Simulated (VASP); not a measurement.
Wanted: the native input for a VASP 6.6.1 run.

```
Task                   : single point
Functional             : PBE
Potentials or basis    : VASP PAW PBE potentials, release 64 (Zn)
Cutoff                 : 520 eV
k mesh                 : 22 × 22 × 22
Occupations            : fermi-dirac, width 0.1 eV
Spin                   : no spin polarisation
Dipole correction      : no
Further INCAR settings : ALGO = Normal; EDIFF = 1e-07; NBANDS = 12
```

The structure of Zn lies in POSCAR:

```
Zn
1.0
   -1.2388288005      1.2388288005      1.2388288005
    1.2388288005     -1.2388288005      1.2388288005
    1.2388288005      1.2388288005     -1.2388288005
Zn
1
Direct
    0.0000000000      0.0000000000      0.0000000000
```

These files were run (other wordings do the same):

INCAR

```
  PREC = Accurate
  ENCUT = 520
  EDIFF = 1E-7
  ISMEAR = -1
  SIGMA = 0.1
  LREAL = F
  LASPH = T
  NELM = 80
  ALGO = Normal
  ISIF = 2
  LWAVE = F
  LCHARG = F
  GGA = PE
  NBANDS = 12
```

KPOINTS

```
regular mesh
0
Gamma
  22 22 22
```

Potentials or basis: VASP PAW PBE potentials, release 64 (Zn).

Launch:

```console
$ cat potpaw_PBE.64/Zn/POTCAR > POTCAR
$ mpirun -np 1 vasp_std > vasp.out
```

It gave:

The pressure is 286.0 GPa and the band gap on the k mesh is zero (band 6 reaches 16.35 eV, above the bottom of band 7 at 11.40 eV).

It took 13 s on 1 thread of Intel Xeon 6975P-C, on a shared host, peak memory 0.14 GiB.
